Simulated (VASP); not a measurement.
A run of VASP 6.6.1:

INCAR

```
  PREC = Accurate
  ENCUT = 520
  EDIFF = 1E-6
  ISMEAR = 0
  SIGMA = 0.1
  LREAL = False
  LASPH = True
  NELM = 80
  ALGO = Normal
  ISIF = 2
  LWAVE = False
  LCHARG = False
  GGA = PE
  NBANDS = 16
```

File KPOINTS:

```
regular mesh
0
Gamma
  18 18 18
```

File POSCAR:

```
CuO
1.0
    0.0000000000      2.1583408944      2.1583408944
    2.1583408944      0.0000000000      2.1583408944
    2.1583408944      2.1583408944      0.0000000000
Cu O
1 1
Direct
    0.0000000000      0.0000000000      0.0000000000
    0.5000000000      0.5000000000      0.5000000000
```

Potentials or basis: VASP PAW PBE potentials, release 64 (Cu, O).

The run is started by

```sh
$ cat potpaw_PBE.64/Cu/POTCAR potpaw_PBE.64/O/POTCAR > POTCAR
$ mpirun -np 1 vasp_std > vasp.out
```

Hardware: 1 thread of Intel(R) Xeon(R) Platinum 8488C (Sapphire Rapids), on a shared host.

Question: Estimate the wall time of this run.

Answer: Run time: 30 s on 1 thread of Intel(R) Xeon(R) Platinum 8488C (Sapphire Rapids), with other jobs on the host, peak memory 0.18 GiB. Counts: scf iterations 14, k points 195.
